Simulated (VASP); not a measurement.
# K2NiO2 (I4/mmm) in VASP: single point with LDA

Aim: the single point of K2NiO2 with LDA.

Program: VASP 6.6.1. These are calculated values, not measurements. Logs are shortened: lines on timing, memory, paths and dates and some standing lists are left out, and cuts for length are marked.

**1. The cell of the first run**

The structure is tetragonal, space group I4/mmm (No. 139). The conventional cell has a = 3.962 Å, b = 3.962 Å, c = 12.870 Å, α = 90.00°, β = 90.00°, γ = 90.00°. K (site symmetry 4mm) has 5 O at 2.72 to 2.82 Å and 4 Ni at 3.46 Å and 4 K at 3.68 Å within 3.7 Å. Within 2.2 Å of Ni (site symmetry 4/mmm) lie 2 O at 1.69 Å. Within 2.2 Å of O (site symmetry 4mm) lie 1 Ni at 1.69 Å.

**2. Single point, LDA**

Contents of POSCAR:

```
K2NiO2
1.0
    0.0000000000      3.9624420000      0.0000000000
    3.9624420000      0.0000000000      0.0000000000
    1.9812210000      1.9812210000     -6.4348580000
K Ni O
2 1 2
Direct
    0.6574000000      0.6574000000      0.6852000000
    0.3426000000      0.3426000000      0.3148000000
    0.0000000000      0.0000000000      0.0000000000
    0.8686000000      0.8686000000      0.2628000000
    0.1314000000      0.1314000000      0.7372000000
```

Contents of INCAR.step1:

```
SYSTEM = K2NiO2
PREC     = Accurate       ! precision mode
ENCUT    = 520            ! plane-wave cutoff, eV
EDIFF    = 1E-6           ! SCF threshold, eV
ISMEAR   = -1             ! smearing method
SIGMA    = 0.1            ! smearing width, eV
LREAL    = .FALSE.        ! projectors in reciprocal space
LASPH    = .TRUE.         ! aspherical terms in the spheres
NELM     = 120            ! most SCF steps
ALGO     = Normal         ! electronic algorithm
ISIF     = 2              ! what is computed and relaxed
LWAVE    = .FALSE.        ! write WAVECAR
LCHARG   = .TRUE.         ! write CHGCAR
LMAXMIX  = 4              ! l up to which the mixer works
NBANDS   = 28             ! bands
GGA_COMPAT= .FALSE.      
NEDOS    = 2001           ! points of the DOS
LORBIT   = 11             ! projections on sites
```

Contents of KPOINTS.step1:

```
regular mesh
0
G
  9 9 9
  0 0 0
```

Contents of INCAR.step2:

```
SYSTEM = K2NiO2
PREC     = Accurate       ! precision mode
ENCUT    = 520            ! plane-wave cutoff, eV
EDIFF    = 1E-6           ! SCF threshold, eV
ISMEAR   = -5             ! smearing method
SIGMA    = 0.1            ! smearing width, eV
LREAL    = .FALSE.        ! projectors in reciprocal space
LASPH    = .TRUE.         ! aspherical terms in the spheres
NELM     = 120            ! most SCF steps
ALGO     = Normal         ! electronic algorithm
ISIF     = 2              ! what is computed and relaxed
LWAVE    = .FALSE.        ! write WAVECAR
LCHARG   = .FALSE.        ! write CHGCAR
LMAXMIX  = 4              ! l up to which the mixer works
LORBIT   = 10             ! projections on sites
NBANDS   = 28             ! bands
NEDOS    = 2001           ! points of the DOS
ICHARG   = 11             ! starting density
GGA_COMPAT= .FALSE.
```

Contents of KPOINTS.step2:

```
regular mesh
0
G
  14 14 14
  0 0 0
```

Potentials or basis: VASP PAW LDA potentials, release 64 (K_sv, Ni, O).

Started as:

```sh
> cat potpaw_LDA.64/K_sv/POTCAR potpaw_LDA.64/Ni/POTCAR potpaw_LDA.64/O/POTCAR > POTCAR
> cp INCAR.step1 INCAR
> cp KPOINTS.step1 KPOINTS
> mpirun -np 1 vasp_std > vasp.out
> cp INCAR.step2 INCAR
> cp KPOINTS.step2 KPOINTS
> mpirun -np 1 vasp_std > vasp.out
```

OUTCAR:

```text
SYSTEM = K2NiO2
   PREC = Accurate
   ENCUT = 520
   EDIFF = 1E-6
   ISMEAR = -5
   LREAL = .FALSE.
   LASPH = .TRUE.
   NELM = 120
   ISIF = 2
   LORBIT = 10
   ICHARG = 11

 ion  position               nearest neighbor table
   1  0.657  0.657  0.685-   4 2.72   5 2.82   5 2.82   5 2.82   5 2.82   2 3.68   2 3.68   2 3.68
                             2 3.68
   2  0.343  0.343  0.315-   5 2.72   4 2.82   4 2.82   4 2.82   4 2.82   1 3.68   1 3.68   1 3.68
                             1 3.68
   3  0.000  0.000  0.000-   4 1.69   5 1.69
   4  0.869  0.869  0.263-   3 1.69   1 2.72   2 2.82   2 2.82   2 2.82   2 2.82
   5  0.131  0.131  0.737-   3 1.69   2 2.72   1 2.82   1 2.82   1 2.82   1 2.82

  LATTYP: Found a body centered tetragonal cell.
 ALAT       =     3.9624420000
 C/A-ratio  =     3.2479253955

  Lattice vectors:

 A1 = (  -1.9812210000,   1.9812210000,   6.4348580000)
 A2 = (   1.9812210000,  -1.9812210000,   6.4348580000)
 A3 = (   1.9812210000,   1.9812210000,  -6.4348580000)

Analysis of symmetry for initial positions (statically):
=====================================================================
 Subroutine PRICEL returns:
 Original cell was already a primitive cell.

 Routine SETGRP: Setting up the symmetry group for a
 body centered tetragonal supercell.

 Subroutine GETGRP returns: Found 16 space group operations
 (whereof 16 operations were pure point group operations)
 out of a pool of 16 trial point group operations.

The static configuration has the point symmetry D_4h.

Analysis of symmetry for dynamics (positions and initial velocities):
=====================================================================
 Subroutine PRICEL returns:
 Original cell was already a primitive cell.

 Routine SETGRP: Setting up the symmetry group for a
 body centered tetragonal supercell.

 Subroutine GETGRP returns: Found 16 space group operations
 (whereof 16 operations were pure point group operations)
 out of a pool of 16 trial point group operations.

The dynamic configuration has the point symmetry D_4h.

 Subroutine INISYM returns: Found 16 space group operations
 (whereof 16 operations are pure point group operations),
 and found     1 'primitive' translations

----------------------------------------------------------------------------------------

                                     Primitive cell

  volume of cell :     101.0334

  direct lattice vectors                    reciprocal lattice vectors
     0.000000000  3.962442000  0.000000000     0.000000000  0.252369625  0.077701792
     3.962442000  0.000000000  0.000000000     0.252369625  0.000000000  0.077701792
     1.981221000  1.981221000 -6.434858000     0.000000000  0.000000000 -0.155403585

  length of vectors
     3.962442000  3.962442000  7.018395171     0.264060591  0.264060591  0.155403585

  position of ions in fractional coordinates (direct lattice)
     0.657400000  0.657400000  0.685200000
     0.342600000  0.342600000  0.314800000
     0.000000000  0.000000000  0.000000000
     0.868600000  0.868600000  0.262800000
     0.131400000  0.131400000  0.737200000

  ion indices of the primitive-cell ions
   primitive index   ion index
                 1           1
                 2           2
                 3           3
                 4           4
                 5           5

----------------------------------------------------------------------------------------

 KPOINTS: regular mesh

Automatic generation of k-mesh.
 Grid dimensions read from file:
 generate k-points for:   14   14   14

 Generating k-lattice:

  Cartesian coordinates                     Fractional coordinates (reciprocal lattice)
     0.000000000  0.018026402  0.005550128     0.071428571  0.000000000 -0.000000000
     0.018026402  0.000000000  0.005550128     0.000000000  0.071428571 -0.000000000
     0.000000000  0.000000000 -0.011100256     0.000000000  0.000000000  0.071428571

  Length of vectors
     0.018861471  0.018861471  0.011100256

  Shift w.r.t. Gamma in fractional coordinates (k-lattice)
     0.000000000  0.000000000  0.000000000

 TETIRR: Found   7833 inequivalent tetrahedra from    16464

 Subroutine IBZKPT returns following result:
 ===========================================

 Found    244 irreducible k-points:

 Following reciprocal coordinates:
            Coordinates               Weight
  0.000000  0.000000  0.000000      1.000000
  0.071429  0.000000 -0.000000      8.000000
  0.142857  0.000000  0.000000      8.000000
  0.214286  0.000000 -0.000000      8.000000
  0.285714  0.000000  0.000000      8.000000
  0.357143  0.000000 -0.000000      8.000000
[... 16 lines left out ...]
  0.214286  0.142857  0.000000     16.000000
  0.285714  0.142857  0.000000     16.000000
 [... further k-points ...]
   k-points           NKPTS =    244   k-points in BZ     NKDIM =    244   number of bands    NBANDS=     28
   number of dos      NEDOS =   2001   number of ions     NIONS =      5
   total plane-waves  NPLWV =  48600
   dimension x,y,z NGX =    30 NGY =   30 NGZ =   54
   dimension x,y,z NGXF=    60 NGYF=   60 NGZF=  108
   ions per type =               2   1   2
   NGX,Y,Z   is equivalent  to a cutoff of  12.59, 12.59, 12.79 a.u.
   NGXF,Y,Z  is equivalent  to a cutoff of  25.17, 25.17, 25.58 a.u.
 SYSTEM =  K2NiO2
   PREC   = accura    normal or accurate (medium, high low for compatibility)
   ISTART =      0    job   : 0-new  1-cont  2-samecut
   ICHARG =     11    charge: 1-file 2-atom 10-const
   ISPIN  =      1    spin polarized calculation?
   LNONCOLLINEAR =      F non collinear calculations
   LSORBIT =      F    spin-orbit coupling
   LASPH  =      T    aspherical Exc in radial PAW
   ENCUT  =  520.0 eV  38.22 Ry    6.18 a.u.   7.37  7.37 13.05*2*pi/ulx,y,z
   NELM   =    120;   NELMIN=  2; NELMDL=  0     # of ELM steps
   EDIFF  = 0.1E-05   stopping-criterion for ELM
   LREAL  =      F    real-space projection
   EDIFFG = 0.1E-04   stopping-criterion for IOM
   NSW    =      0    number of steps for IOM
   IBRION =     -1    ionic relax: 0-MD 1-quasi-New 2-CG
   NFREE  =      0    steps in history (QN), initial steepest desc. (CG)
   ISIF   =      2    stress and relaxation
   ISYM   =      2    0-nonsym 1-usesym 2-fastsym
   POTIM  = 0.5000    time-step for ionic-motion
   TEBEG  =    0.0;   TEEND  =   0.0 temperature during run
   PSTRESS=    0.0 pullay stress
   NELECT =      40.0000    total number of electrons
   NUPDOWN=      -1.0000    fix difference up-down
   EMIN   =  10.00;   EMAX   =-10.00  energy-range for DOS
   EFERMI =   0.00;   METHOD = LEGACY
   ISMEAR =    -5;   SIGMA  =   0.10  broadening in eV -4-tet -1-fermi 0-gaus
   EFERMI_NEDOS =   21; number of points for ismear=-14 and -15
   IALGO  =     38    algorithm
   IMIX   =      4    mixing-type and parameters
     AMIX     =   0.40;   BMIX     =  1.00
     AMIX_MAG =   1.60;   BMIX_MAG =  1.00
  volume/ion in A,a.u.               =      20.21       136.36
  Fermi-wavevector in a.u.,A,eV,Ry     =   1.202098  2.271636 19.660959  1.445040
  Thomas-Fermi vector in A             =   2.337889
   LORBIT       =     10    0 simple, 1 ext, 2 COOP (PROOUT), +10 PAW based schemes
   GGA     = CA    functional components
   LHFCALC =     F    Hartree Fock is set to
   AEXX    =    0.0000 exact exchange contribution
   IVDW    =     0    specifies the selected vdW correction
   LEPSILON=     F    determine dielectric tensor
   LRPA    =     F    only Hartree local field effects (RPA)
 non-spin polarized calculation
 Fermi weights with tetrahedron method with Bloechl corrections
  energy-cutoff  :      520.00
  volume of cell :      101.03
 maximum number of plane-waves:      2764
 NGX is ok and might be reduce to    30

 number of electron      40.0000001 magnetization

 Free energy of the ion-electron system (eV)
  ---------------------------------------------------
  ext. energy  EPLUGINS =         0.00000000
  ---------------------------------------------------
  free energy    TOTEN  =       -25.38589408 eV

  energy without entropy =      -25.38589408  energy(sigma->0) =      -25.38589408

 E-fermi :   0.5475     XC(G=0):  -9.1313

 val. band max:        0.5488762187   @ k =  -0.1429   0.1429   0.0000
 cond. band min:       0.5455763695   @ k =  -0.4286   0.2857   0.0714
 fundamental gap:     -0.0032998492
 Fermi energy:         0.5474542931

 k-point     1 :       0.0000    0.0000    0.0000
  band No.  band energies     occupation
      1     -28.4403      2.00000
      2     -28.3642      2.00000
      3     -16.6556      2.00000
      4     -16.1738      2.00000
      5     -12.4216      2.00000
      6     -12.1560      2.00000
[... 20 lines left out ...]
     27       8.1524      0.00000
     28       8.2059      0.00000

 k-point     2 :       0.0714    0.0000   -0.0000
  band No.  band energies     occupation
      1     -28.4385      2.00000
      2     -28.3642      2.00000
      3     -16.6595      2.00000
      4     -16.1772      2.00000
      5     -12.4168      2.00000
      6     -12.1538      2.00000
[... 20 lines left out ...]
     27       8.0483      0.00000
     28       8.1393      0.00000

 k-point     3 :       0.1429    0.0000    0.0000
  band No.  band energies     occupation
      1     -28.4333      2.00000
      2     -28.3647      2.00000
      3     -16.6709      2.00000
      4     -16.1866      2.00000
      5     -12.4028      2.00000
      6     -12.1480      2.00000
[... 20 lines left out ...]
     27       7.9701      0.00000
     28       8.0164      0.00000

 k-point     4 :       0.2143    0.0000   -0.0000
  band No.  band energies     occupation
      1     -28.4253      2.00000
      2     -28.3657      2.00000
      3     -16.6873      2.00000
      4     -16.2003      2.00000
      5     -12.3797      2.00000
      6     -12.1406      2.00000
[... 578 lines left out ...]
     27       7.7390      0.00000
     28       8.0340      0.00000

 k-point    23 :       0.2143    0.1429    0.0000
  band No.  band energies     occupation
      1     -28.4186      2.00000
      2     -28.3663      2.00000
      3     -16.6926      2.00000
      4     -16.1962      2.00000
      5     -12.3469      2.00000
      6     -12.2222      2.00000
[... 20 lines left out ...]
     27       7.8194      0.00000
     28       8.1015      0.00000

 k-point    24 :       0.2857    0.1429    0.0000
  band No.  band energies     occupation
      1     -28.4093      2.00000
      2     -28.3681      2.00000
      3     -16.7033      2.00000
      4     -16.2040      2.00000
      5     -12.3142      2.00000
      6     -12.2278      2.00000
[... 20 lines left out ...]
     27       7.9170      0.00000
     28       8.3393      0.00000

 [... further k-points ...]
[... 5 lines left out ...]
  --------------------------------------------------------------------------------------
  -------------------------------------------------------------------------------------
  Total       -1.7742729     -1.7742729     -3.4486586      0.0000000     -0.0000000      0.0000000
  in kB      -28.1362493    -28.1362493    -54.6884958      0.0000000     -0.0000000      0.0000000
  external PRESSURE =     -36.9869981 kB  Pullay stress =       0.0000000 kB

 VOLUME and BASIS-vectors are now :
 -----------------------------------------------------------------------------
  energy-cutoff  :      520.00
  volume of cell :      101.03
      direct lattice vectors                 reciprocal lattice vectors
     0.000000000  3.962442000  0.000000000     0.000000000  0.252369625  0.077701792
     3.962442000  0.000000000  0.000000000     0.252369625  0.000000000  0.077701792
     1.981221000  1.981221000 -6.434858000     0.000000000  0.000000000 -0.155403585

 POSITION                                       TOTAL-FORCE (eV/Angst)
 -----------------------------------------------------------------------------------
      3.96244      3.96244     -4.40916         0.000000      0.000000     -0.193553
      1.98122      1.98122     -2.02569        -0.000000     -0.000000      0.193553
      0.00000      0.00000      0.00000         0.000000      0.000000      0.000000
      3.96244      3.96244     -1.69108        -0.000000     -0.000000      0.344984
      1.98122      1.98122     -4.74378         0.000000      0.000000     -0.344984
 -----------------------------------------------------------------------------------
    total drift:                                0.000000      0.000000     -0.000000

  FREE ENERGIE OF THE ION-ELECTRON SYSTEM (eV)
  ---------------------------------------------------
  free  energy   TOTEN  =       -25.3858940783 eV

  energy  without entropy=      -25.3858940783  energy(sigma->0) =      -25.38589408

 total charge

# of ion       s       p       d       tot
------------------------------------------
    1        1.959   5.561   0.036   7.557
    2        1.959   5.561   0.036   7.557
    3        0.622   0.601   8.286   9.509
    4        1.558   3.333   0.000   4.891
    5        1.558   3.333   0.000   4.891
--------------------------------------------------
tot          7.656  18.389   8.358  34.403
```

Wall time 15 min (1 thread of Intel Xeon 8259CL, shared host); peak memory 0.69 GiB.

What came out:

* Valence electrons inside the program's atomic spheres: K 7.56; Ni 9.51; O 4.89

Caveat: the run has no spin polarisation, though such a crystal can be magnetic; tetrahedron occupations give inexact forces and stress in metals. Spin polarisation is off, so any magnetic state and its effect on volume and gap are missing.
